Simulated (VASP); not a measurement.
CaSb:

```
Ca Sb
1.0
     4.88755    0.00000    0.00000
    -2.44378    4.23275    0.00000
     0.00000    0.00000    5.49643
Ca Sb
2 2
Direct
  0.00000 0.00000 0.20964
  0.00000 0.00000 0.79036
  0.33333 0.66667 0.50000
  0.66667 0.33333 0.50000
```

The cell was built from a structure type or drawn by symmetry, and may not be a known phase.

```yaml
Program: VASP 6.6.1
Task: relaxation of cell and atoms
Functional: PBE
Potentials_or_basis: VASP PAW PBE potentials, release 64 (Ca_sv, Sb)
Cutoff: 600 eV
k_mesh: 6 × 6 × 4
Occupations: gaussian, width 0.1 eV
Spin: no spin polarisation
```

At the start: pressure 10.5 GPa; volume 28.43 Å³/atom.

**Question.** Where does the relaxation end?

**Answer.** Over 10 steps the energy falls by 674.2 meV/atom and the volume is 43.65 Å³/atom (+53.5 %); space group P6/mmm (No. 191, to 0.1 Å) before and after.

The path:
```tsv
step	energy change (eV)	largest force (eV/Å)	pressure (GPa)	volume (Å³)
1	0.0000	3.6006	10.48	113.71
2	-2.0277	1.3175	1.91	146.94
3	-2.3841	0.6381	-0.23	165.12
4	-2.4213	0.3819	-1.20	174.42
5	-2.6141	0.0570	0.11	168.60
6	-2.6433	0.1475	1.04	165.16
7	-2.6901	0.0264	0.24	171.69
8	-2.6961	0.0533	-0.16	175.42
9	-2.6962	0.0457	-0.12	175.05
10	-2.6970	0.0279	0.02	174.59
```

Final structure:
```
CELL_PARAMETERS angstrom
5.14413 0.00000 0.00000
-2.57206 4.45495 0.00000
0.00000 0.00000 7.61852
ATOMIC_POSITIONS crystal
Ca 0.00000 0.00000 0.26980
Ca 0.00000 0.00000 0.73020
Sb 0.33333 0.66667 0.50000
Sb 0.66667 0.33333 0.50000
```

Caveat: the volume moved by over 15 % at a fixed basis, so the end points are rough.
